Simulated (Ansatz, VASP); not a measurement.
## Ge2Sb2Te5: VASP beside Ansatz

```
Te Sb Ge
1.0
     4.29406    0.00000    0.00000
    -2.14703    3.71877    0.00000
     0.00000    0.00000   17.10135
Te Sb Ge
5 2 2
Direct
  0.66667 0.33333 0.41989
  0.33333 0.66667 0.58011
  0.33333 0.66667 0.20154
  0.66667 0.33333 0.79846
  0.00000 0.00000 0.00000
  0.00000 0.00000 0.32007
  0.00000 0.00000 0.67993
  0.66667 0.33333 0.10290
  0.33333 0.66667 0.89711
```

Alike in both runs: functional RPBE; k mesh 7 × 7 × 2; occupations fermi-dirac, width 0.05 eV; no spin polarisation.

|  | VASP | Ansatz |
| --- | --- | --- |
| version | VASP 6.6.1 | Ansatz 0.2.0 |
| potentials or method | VASP PAW PBE potentials, release 64 (Te, Sb, Ge_d) | Ansatz PAW |
| plane-wave cutoff (eV) | 520 | 420 |
| valence electrons in the cell | 68 | 138 |
| task | single point | band structure |

```csv
,VASP,Ansatz,Ansatz less VASP
gap on the k mesh at the Fermi level (eV),0.26,0.27,+0.005
least direct gap on the mesh (eV),0.26,0.27,+0.005
pressure (GPa),1.6,1.7,+0.05
"traceless stress, the component that is largest in VASP (GPa)",0.06,0.06,-0.004
rms of the force components (eV/Å),0.038,0.036,-0.0014
```

VASP's potentials were made for PBE, not for RPBE. Atom by atom the forces differ by 0.007 eV/Å (rms over components). With one functional, cell and mesh, what is left measures potentials, basis and numerics. VASP's potentials hold 68 valence electrons a cell and Ansatz's 138, so a difference there can come from the potentials and not from the codes.

Neither program's run includes spin-orbit coupling.
